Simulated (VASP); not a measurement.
Input of a VASP 6.6.1 run:

File INCAR:

```
SYSTEM = SiN2
  PREC = Accurate
  ENCUT = 520
  EDIFF = 1E-6
  ISMEAR = 0
  SIGMA = 0.1
  LREAL = .FALSE.
  LASPH = .TRUE.
  NELM = 100
  ALGO = Normal
  ISIF = 2
  LWAVE = .FALSE.
  LCHARG = .FALSE.
  NBANDS = 23
```

Contents of KPOINTS:

```
regular mesh
0
G
  12 12 12
  0 0 0
```

Contents of POSCAR:

```
SiN2
1.0
   -2.2059871946      2.2059871946      4.9821887060
    2.2059871946     -2.2059871946      4.9821887060
    2.2059871946      2.2059871946     -4.9821887060
Si N
2 4
Direct
    0.0000000000      0.0000000000      0.0000000000
    0.7500000000      0.2500000000      0.5000000000
    0.3750000000      0.1104352423      0.2354352423
    0.8604352423      0.6250000000      0.7354352423
    0.8895647577      0.1250000000      0.2645647577
    0.8750000000      0.1395647577      0.7645647577
```

Potentials or basis: VASP PAW LDA potentials, release 64 (Si, N).

Launch:

```sh
$ cat potpaw_LDA.64/Si/POTCAR potpaw_LDA.64/N/POTCAR > POTCAR
$ mpirun -np 1 vasp_std > vasp.out
```

(1) What does it give for the band gap on the k mesh?

(2) What does it give for the pressure?

(3) Estimate the largest force.

## Answers

(1) zero (bands 14 and 15 overlap by 1.45 eV).

(2) 0.1 GPa.

(3) 0.005 eV/Å.
